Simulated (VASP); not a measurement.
Write the native input for VASP 6.6.1 that does the following.

```
Task                   : single point
Functional             : PBE
Potentials or basis    : VASP PAW PBE potentials, release 64 (Mn_pv, F)
Cutoff                 : 520 eV
k mesh                 : 3 × 3 × 4
Occupations            : gaussian, width 0.05 eV
Spin                   : collinear spin, ferromagnetic start
Starting moments       : [5.0, 5.0, 0.0, 0.0, 0.0, 0.0] μB
Hubbard terms          : Mn d U = 3.9 eV
Dipole correction      : no
Further INCAR settings : ALGO = Normal; EDIFF = 1e-06; NBANDS = 40
```

The structure of MnF2 lies in POSCAR:

```
MnF2
1.0
    4.8738000000      0.0000000000      0.0000000000
    0.0000000000      4.8738000000      0.0000000000
    0.0000000000      0.0000000000      3.3107000000
Mn F
2 4
Direct
    0.0000000000      0.0000000000      0.0000000000
    0.5000000000      0.5000000000      0.5000000000
    0.3053000000      0.3053000000      0.0000000000
    0.1947000000      0.8053000000      0.5000000000
    0.6947000000      0.6947000000      0.0000000000
    0.8053000000      0.1947000000      0.5000000000
```

One way to write it, as run:

INCAR

```
PREC = Accurate
ENCUT = 520
EDIFF = 1E-6
ISMEAR = 0
SIGMA = 0.05
LREAL = F
LASPH = T
NELM = 150
ALGO = Normal
ISIF = 2
LWAVE = F
LCHARG = F
ISPIN = 2
MAGMOM = 5 5 0 0 0 0
LORBIT = 11
LMAXMIX = 4
LDAU = T
LDAUTYPE = 2
LDAUL = 2 -1
LDAUU = 3.9 0
LDAUJ = 0 0
LDAUPRINT = 1
GGA = PE
NBANDS = 40
```

KPOINTS

```
Automatic mesh
0
Gamma
  3 3 4
```

Potentials or basis: VASP PAW PBE potentials, release 64 (Mn_pv, F).

Launch:

```sh
$ cat potpaw_PBE.64/Mn_pv/POTCAR potpaw_PBE.64/F/POTCAR > POTCAR
$ mpirun -np 1 vasp_std > vasp.out
```

It gave:

```
Pressure                                              : 4.9 GPa
Largest force                                         : 0.054 eV/Å
Band gap on the k mesh                                : 2.42 eV, direct
Net moment                                            : 10.00 μB per cell
Site moments                                          : Mn +4.69; F +0.06 μB
Valence electrons inside the program's atomic spheres : Mn 11.26; F 6.11
```

Caveat: the k points lie up to 0.47 Å⁻¹ apart; only a ferromagnetic start was run, and an antiferromagnetic order may lie lower in energy.

Wall time 28 s on 1 thread of Intel(R) Xeon(R) 6975P-C (Granite Rapids), on a shared host, peak memory 0.23 GiB.
